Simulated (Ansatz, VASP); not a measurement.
**TePb in VASP and in Ansatz**

The input INCAR:

```
SYSTEM = TePb
AGGAC = 1.0
AGGAX = 1.0
ALDAC = 0.0
ALDAX = 1.0
ALGO = Normal
EDIFF = 1E-6
ENCUT = 520
GGA = B5
ISIF = 2
ISMEAR = -1
LASPH = .True.
LCHARG = .True.
LELF = .True.
LREAL = .False.
LVHAR = .True.
LWAVE = .False.
NBANDS = 17
NELM = 100
PREC = Accurate
SIGMA = 0.05
```

KPOINTS

```
k-points
0
Gamma
  7 7 7
  0 0 0
```

Contents of POSCAR:

```
TePb
1.0
    0.0000000000      3.2735180337      3.2735180337
    3.2735180337      0.0000000000      3.2735180337
    3.2735180337      3.2735180337      0.0000000000
Pb Te
1 1
Direct
    0.0000000000      0.0000000000      0.0000000000
    0.5000000000      0.5000000000      0.5000000000
```

The input input.yaml:

```yaml
crystal:
  lattice:
    - [0.0, 3.2735180337, 3.2735180337]
    - [3.2735180337, 0.0, 3.2735180337]
    - [3.2735180337, 3.2735180337, 0.0]
  atoms:
    - { symbol: Pb, position: [0.0, 0.0, 0.0] }
    - { symbol: Te, position: [0.5, 0.5, 0.5] }
hamiltonian:
  xc: blyp
  pseudopotentials: { kind: paw }
kpoints:
  mp_grid: { grid: [7, 7, 7] }
scf:
  occupations: { method: fermi_dirac, width: 0.05 }
output:
  forces: true
  stress: true
  eigenvalues: true
```

Alike in both runs: task single point; functional BLYP; k mesh 7 × 7 × 7; occupations fermi-dirac, width 0.05 eV; no spin polarisation.

```csv
,VASP,Ansatz
version,VASP 6.6.1,Ansatz 0.2.0
potentials or method,"VASP PAW PBE potentials, release 64 (Pb_d, Te)",Ansatz PAW
plane-wave cutoff (eV),520,420
valence electrons in the cell,20,30
```

Ansatz gave:

| Item | Value |
| --- | --- |
| pressure (GPa) | 3.3 |

Estimate VASP's values.

pressure (GPa): 3.5.

VASP's potentials were made for PBE, not for BLYP. The functional is the same, so the differences come from potentials, cutoffs and numerics. VASP's potentials hold 20 valence electrons a cell and Ansatz's 30, so a difference there can come from the potentials and not from the codes.

Spin-orbit coupling is off throughout.
